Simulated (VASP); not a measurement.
# Zr12H (a cell with a defect) in VASP: single point with PBE

Aim: the single point of Zr12H (a cell with a defect) with PBE.

Everything below comes from runs of VASP 6.6.1. Logs are shortened: lines on timing, memory, paths and dates and some standing lists are left out, and cuts for length are marked.

## Step 1: The cell of the first run

The cell holds a defect, 13 atoms: a = 6.460 Å, b = 9.690 Å, c = 5.145 Å, α = 90.00°, β = 90.00°, γ = 120.00°.

## Step 2: Single point, PBE

INCAR reads:

```
PREC     = Accurate       # precision mode
ENCUT    = 520            # plane-wave cutoff, eV
EDIFF    = 1E-6           # SCF threshold, eV
ISMEAR   = -1             # smearing method
SIGMA    = 0.05           # smearing width, eV
LREAL    = False          # projectors in reciprocal space
LASPH    = True           # aspherical terms in the spheres
NELM     = 60             # most SCF steps
ALGO     = Normal         # electronic algorithm
ISIF     = 2              # what is computed and relaxed
LWAVE    = False          # write WAVECAR
LCHARG   = False          # write CHGCAR
GGA      = PE             # functional
NBANDS   = 84             # bands
```

KPOINTS reads:

```
Automatic mesh
0
Gamma
  3 2 3
```

POSCAR reads:

```
Zr12H
1.0
    6.4600000000      0.0000000000      0.0000000000
   -4.8450000000      8.3917860000      0.0000000000
    0.0000000000      0.0000000000      5.1453900000
Zr H
12 1
Direct
   -0.0115985147     -0.0118176274     -0.0037316899
    0.1678507281      0.2216317242      0.4934100233
   -0.0031024162      0.3374549828      0.0031099683
    0.1657074138      0.5548998747      0.5119998678
    0.0053169041      0.6692867287      0.0066253481
    0.1667989370      0.8891263433      0.5059066465
    0.4984373059      0.0020266246      0.0031618595
    0.6712707400      0.2250668690      0.4989250572
    0.5131350412      0.3397973924     -0.0198426164
    0.6710126831      0.5589770759      0.4948456774
    0.4946423652      0.6627792939      0.0009359835
    0.6608887612      0.8856273265      0.5001723873
    0.1675782628      0.2196226167      1.0637044034
```

Potentials or basis: VASP PAW PBE potentials, release 64 (Zr_sv, H).

On the command line:

```bash
> cat potpaw_PBE.64/Zr_sv/POTCAR potpaw_PBE.64/H/POTCAR > POTCAR
> mpirun -np 1 vasp_std > vasp.out
```

OUTCAR:

```text
PREC = Accurate
   ENCUT = 520
   EDIFF = 1E-6
   ISMEAR = -1
   LREAL = False
   LASPH = True
   NELM = 60
   ISIF = 2
   GGA = PE

 ion  position               nearest neighbor table
   1  0.988  0.988  0.996-  13 1.97   6 3.12  12 3.14   5 3.15  11 3.17  12 3.18   6 3.20   2 3.22
                             7 3.23   7 3.23   2 3.25   3 3.36   9 3.40
   2  0.168  0.222  0.493-  13 2.21   9 3.16   3 3.18   6 3.22   1 3.22   8 3.22   8 3.24   4 3.24
                             1 3.25   3 3.26  10 3.26  12 3.27   9 3.27
   3  0.997  0.337  0.003-  13 1.97   4 3.12   8 3.14   9 3.14   8 3.17   2 3.18  11 3.18   5 3.19
                             4 3.19   7 3.24   2 3.26   9 3.33   1 3.36
   4  0.166  0.555  0.512-  11 3.12   3 3.12   5 3.15   3 3.19   5 3.20   8 3.20  12 3.20  11 3.21
                            10 3.22   6 3.24   2 3.24  10 3.25
   5  0.005  0.669  0.007-  10 3.13   1 3.15   4 3.15   6 3.16   6 3.17   3 3.19   9 3.19  11 3.19
                             4 3.20   7 3.21  10 3.23  11 3.27
   6  0.167  0.889  0.506-   1 3.12   7 3.16   5 3.16   5 3.17   7 3.18   1 3.20  10 3.20  12 3.21
                             2 3.22   4 3.24  12 3.25   8 3.26
   7  0.498  0.002  0.003-   6 3.16   8 3.16  12 3.18   6 3.18   8 3.20  12 3.20   5 3.21   9 3.23
                             1 3.23   1 3.23   3 3.24  11 3.28
   8  0.671  0.225  0.499-   9 3.09   3 3.14   7 3.16   3 3.17   4 3.20   7 3.20   2 3.22   2 3.24
                            10 3.24   9 3.25  12 3.26   6 3.26
   9  0.513  0.340  0.980-  13 1.98   8 3.09  10 3.10   3 3.14   2 3.16   5 3.19  11 3.19  10 3.22
                             7 3.23   8 3.25   2 3.27   3 3.33   1 3.40
  10  0.671  0.559  0.495-   9 3.10   5 3.13  11 3.15  12 3.20  11 3.20   6 3.20   4 3.22   9 3.22
                             5 3.23   8 3.24   4 3.25   2 3.26
  11  0.495  0.663  0.001-   4 3.12  10 3.15   1 3.17  12 3.18  12 3.18   3 3.18   9 3.19   5 3.19
                            10 3.20   4 3.21   5 3.27   7 3.28
  12  0.661  0.886  0.500-   1 3.14   1 3.18  11 3.18   7 3.18  11 3.18  10 3.20   7 3.20   4 3.20
                             6 3.21   6 3.25   8 3.26   2 3.27
  13  0.168  0.220  0.064-   3 1.97   1 1.97   9 1.98   2 2.21

  LATTYP: Found a simple monoclinic cell.
 ALAT       =     6.4600000000
 B/A-ratio  =     0.7965000000
 C/A-ratio  =     1.3228756308
 COS(beta)  =    -0.1889822400

  Lattice vectors:

 A1 = (   6.4600000000,   0.0000000000,   0.0000000000)
 A2 = (   0.0000000000,   0.0000000000,   5.1453900000)
 A3 = (  -1.6150000000,  -8.3917860000,   0.0000000000)

Analysis of symmetry for initial positions (statically):
=====================================================================
 Subroutine PRICEL returns:
 Original cell was already a primitive cell.

 Routine SETGRP: Setting up the symmetry group for a
 simple monoclinic supercell.

 Subroutine GETGRP returns: Found  1 space group operations
 (whereof  1 operations were pure point group operations)
 out of a pool of  4 trial point group operations.

The static configuration has the point symmetry C_1 .

Analysis of symmetry for dynamics (positions and initial velocities):
=====================================================================
 Subroutine PRICEL returns:
 Original cell was already a primitive cell.

 Routine SETGRP: Setting up the symmetry group for a
 simple monoclinic supercell.

 Subroutine GETGRP returns: Found  1 space group operations
 (whereof  1 operations were pure point group operations)
 out of a pool of  4 trial point group operations.

The dynamic configuration has the point symmetry C_1 .

 Subroutine INISYM returns: Found  1 space group operations
 (whereof  1 operations are pure point group operations),
 and found     1 'primitive' translations

----------------------------------------------------------------------------------------

                                     Primitive cell

  volume of cell :     278.9364

  direct lattice vectors                    reciprocal lattice vectors
     6.460000000  0.000000000  0.000000000     0.154798762  0.089373108  0.000000000
    -4.845000000  8.391786000  0.000000000     0.000000000  0.119164145  0.000000000
     0.000000000  0.000000000  5.145390000     0.000000000  0.000000000  0.194348728

  length of vectors
     6.460000000  9.689999859  5.145390000     0.178746214  0.119164145  0.194348728

  position of ions in fractional coordinates (direct lattice)
     0.988401485  0.988182373  0.996268310
     0.167850728  0.221631724  0.493410023
     0.996897584  0.337454983  0.003109968
     0.165707414  0.554899875  0.511999868
     0.005316904  0.669286729  0.006625348
     0.166798937  0.889126343  0.505906647
     0.498437306  0.002026625  0.003161859
     0.671270740  0.225066869  0.498925057
     0.513135041  0.339797392  0.980157384
     0.671012683  0.558977076  0.494845677
[... 43 lines left out ...]
|           W    W    AA    RRRRR   N    N  II  N    N   GGGG   !!!           |
|           W    W   A  A   R    R  NN   N  II  NN   N  G    G  !!!           |
|           W    W  A    A  R    R  N N  N  II  N N  N  G       !!!           |
|           W WW W  AAAAAA  RRRRR   N  N N  II  N  N N  G  GGG   !            |
|           WW  WW  A    A  R   R   N   NN  II  N   NN  G    G                |
|           W    W  A    A  R    R  N    N  II  N    N   GGGG   !!!           |
|                                                                             |
|     Your reciprocal lattice and k-lattice belong to different lattice       |
|     classes:                                                                |
|                                                                             |
|        The reciprocal lattice is simple monoclinic,                         |
|        whereas your k-lattice is hexagonal.                                 |
|                                                                             |
|     Results are often still useful ...                                      |
|                                                                             |
 -----------------------------------------------------------------------------

 Subroutine IBZKPT returns following result:
 ===========================================

 Found     10 irreducible k-points:

 Following reciprocal coordinates:
            Coordinates               Weight
  0.000000  0.000000  0.000000      1.000000
  0.333333  0.000000  0.000000      2.000000
  0.000000  0.500000  0.000000      1.000000
  0.333333  0.500000  0.000000      2.000000
  0.000000  0.000000  0.333333      2.000000
  0.333333  0.000000  0.333333      2.000000
 -0.333333  0.000000  0.333333      2.000000
  0.000000  0.500000  0.333333      2.000000
  0.333333  0.500000  0.333333      2.000000
 -0.333333  0.500000  0.333333      2.000000
   k-points           NKPTS =     10   k-points in BZ     NKDIM =     10   number of bands    NBANDS=     84
   number of dos      NEDOS =    301   number of ions     NIONS =     13
   total plane-waves  NPLWV = 138240
   dimension x,y,z NGX =    48 NGY =   72 NGZ =   40
   dimension x,y,z NGXF=    96 NGYF=  144 NGZF=   80
   ions per type =              12   1
   NGX,Y,Z   is equivalent  to a cutoff of  12.35, 12.35, 12.92 a.u.
   NGXF,Y,Z  is equivalent  to a cutoff of  24.71, 24.71, 25.85 a.u.
 SYSTEM =  unknown system
   PREC   = accura    normal or accurate (medium, high low for compatibility)
   ISTART =      0    job   : 0-new  1-cont  2-samecut
   ICHARG =      2    charge: 1-file 2-atom 10-const
   ISPIN  =      1    spin polarized calculation?
   LNONCOLLINEAR =      F non collinear calculations
   LSORBIT =      F    spin-orbit coupling
   LASPH  =      T    aspherical Exc in radial PAW
   ENCUT  =  520.0 eV  38.22 Ry    6.18 a.u.  12.01 18.02  9.57*2*pi/ulx,y,z
   NELM   =     60;   NELMIN=  2; NELMDL= -5     # of ELM steps
   EDIFF  = 0.1E-05   stopping-criterion for ELM
   LREAL  =      F    real-space projection
   EDIFFG = 0.1E-04   stopping-criterion for IOM
   NSW    =      0    number of steps for IOM
   IBRION =     -1    ionic relax: 0-MD 1-quasi-New 2-CG
   NFREE  =      0    steps in history (QN), initial steepest desc. (CG)
   ISIF   =      2    stress and relaxation
   ISYM   =      2    0-nonsym 1-usesym 2-fastsym
   POTIM  = 0.5000    time-step for ionic-motion
   TEBEG  =    0.0;   TEEND  =   0.0 temperature during run
   PSTRESS=    0.0 pullay stress
   NELECT =     145.0000    total number of electrons
   NUPDOWN=      -1.0000    fix difference up-down
   EMIN   =  10.00;   EMAX   =-10.00  energy-range for DOS
   EFERMI =   0.00;   METHOD = LEGACY
   ISMEAR =    -1;   SIGMA  =   0.05  broadening in eV -4-tet -1-fermi 0-gaus
   EFERMI_NEDOS =   21; number of points for ismear=-14 and -15
   IALGO  =     38    algorithm
   IMIX   =      4    mixing-type and parameters
     AMIX     =   0.40;   BMIX     =  1.00
     AMIX_MAG =   1.60;   BMIX_MAG =  1.00
  volume/ion in A,a.u.               =      21.46       144.80
  Fermi-wavevector in a.u.,A,eV,Ry     =   1.316323  2.487490 23.574895  1.732706
  Thomas-Fermi vector in A             =   2.446443
   LORBIT       =      0    0 simple, 1 ext, 2 COOP (PROOUT), +10 PAW based schemes
   GGA     = PE    functional components
   LHFCALC =     F    Hartree Fock is set to
   AEXX    =    0.0000 exact exchange contribution
   IVDW    =     0    specifies the selected vdW correction
   LEPSILON=     F    determine dielectric tensor
   LRPA    =     F    only Hartree local field effects (RPA)
 non-spin polarized calculation
  energy-cutoff  :      520.00
  volume of cell :      278.94
 maximum number of plane-waves:      7545
   NGX = 25   NGY = 37   NGZ = 19

 number of electron     145.0000001 magnetization

 Free energy of the ion-electron system (eV)
  ---------------------------------------------------
  ext. energy  EPLUGINS =         0.00000000
  ---------------------------------------------------
  free energy    TOTEN  =      -105.74445037 eV

  energy without entropy =     -105.56153072  energy(sigma->0) =     -105.65299054

 E-fermi :   9.0314     XC(G=0): -11.1274

 val. band max:        9.0280736439   @ k =   0.0000   0.5000   0.0000
 cond. band min:       9.0436123930   @ k =  -0.3333   0.0000   0.3333
 fundamental gap:      0.0155387491
 Fermi energy:         9.0314061754

 k-point     1 :       0.0000    0.0000    0.0000
  band No.  band energies     occupation
      1     -39.7963      2.00000
      2     -39.7251      2.00000
      3     -39.6708      2.00000
      4     -39.6531      2.00000
      5     -39.6175      2.00000
      6     -39.6160      2.00000
[... 859 lines left out ...]
     83       9.7502      0.00000
     84      10.0675      0.00000

------------------------ aborting loop because EDIFF is reached ----------------------------------------

  FORCE on cell =-STRESS in cart. coord.  units (eV):
  Direction    XX          YY          ZZ          XY          YZ          ZX
  --------------------------------------------------------------------------------------
  -------------------------------------------------------------------------------------
  Total        4.5813463      4.4872038      2.4498286      0.1514075      0.0159994      0.0986386
  in kB       26.3147039     25.7739604     14.0715217      0.8696667      0.0918987      0.5665683
  external PRESSURE =      22.0533953 kB  Pullay stress =       0.0000000 kB

 VOLUME and BASIS-vectors are now :
 -----------------------------------------------------------------------------
  energy-cutoff  :      520.00
  volume of cell :      278.94
      direct lattice vectors                 reciprocal lattice vectors
     6.460000000  0.000000000  0.000000000     0.154798762  0.089373108  0.000000000
    -4.845000000  8.391786000  0.000000000     0.000000000  0.119164145  0.000000000
     0.000000000  0.000000000  5.145390000     0.000000000  0.000000000  0.194348728

 POSITION                                       TOTAL-FORCE (eV/Angst)
 -----------------------------------------------------------------------------------
      1.59733      8.29261      5.12619         0.002907      0.021600     -0.121430
      0.01051      1.85989      2.53879         0.002568      0.003838     -0.093501
      4.80499      2.83185      0.01600         0.013270     -0.009095     -0.125118
     -1.61802      4.65660      2.63444        -0.002613     -0.000338     -0.021218
     -3.20835      5.61651      0.03409        -0.012616     -0.001868      0.007104
     -3.23030      7.46136      2.60309         0.002513     -0.000160     -0.029640
      3.21009      0.01701      0.01627        -0.000182     -0.008627     -0.002279
      3.24596      1.88871      2.56716         0.006491     -0.006736     -0.020341
      1.66853      2.85151      5.04329        -0.020208     -0.015651     -0.054177
      1.62650      4.69082      2.54617        -0.001768      0.003913      0.043313
     -0.01578      5.56190      0.00482         0.005162      0.007227      0.008726
     -0.02152      7.43199      2.57358        -0.000803     -0.001137     -0.018860
      0.01848      1.84303      0.32778         0.005280      0.007035      0.427421
 -----------------------------------------------------------------------------------
    total drift:                                0.000010      0.000135      0.000028

  FREE ENERGIE OF THE ION-ELECTRON SYSTEM (eV)
  ---------------------------------------------------
  free  energy   TOTEN  =      -105.7444503715 eV

  energy  without entropy=     -105.5615307157  energy(sigma->0) =     -105.65299054
```

Wall time 4.1 min (1 thread of AMD EPYC 9R45 (Zen 5), shared host); peak memory 0.4 GiB.

What came out:

- Free energy: -105.7445 eV
- Pressure: 2.2 GPa
- Largest force: 0.428 eV/Å
- Band gap on the k mesh: zero (an odd number of electrons rules out a gap without spin polarisation)

Forces in eV/Å, atoms in the order of the input:
```
Zr   0.003  0.022 -0.121
Zr   0.003  0.004 -0.094
Zr   0.013 -0.009 -0.125
Zr  -0.003  0.000 -0.021
Zr  -0.013 -0.002  0.007
Zr   0.003  0.000 -0.030
Zr   0.000 -0.009 -0.002
Zr   0.006 -0.007 -0.020
Zr  -0.020 -0.016 -0.054
Zr  -0.002  0.004  0.043
Zr   0.005  0.007  0.009
Zr  -0.001 -0.001 -0.019
H    0.005  0.007  0.427
```

Caveat: the k points lie up to 0.41 Å⁻¹ apart, too coarse for converged energies and pressures of a metal.
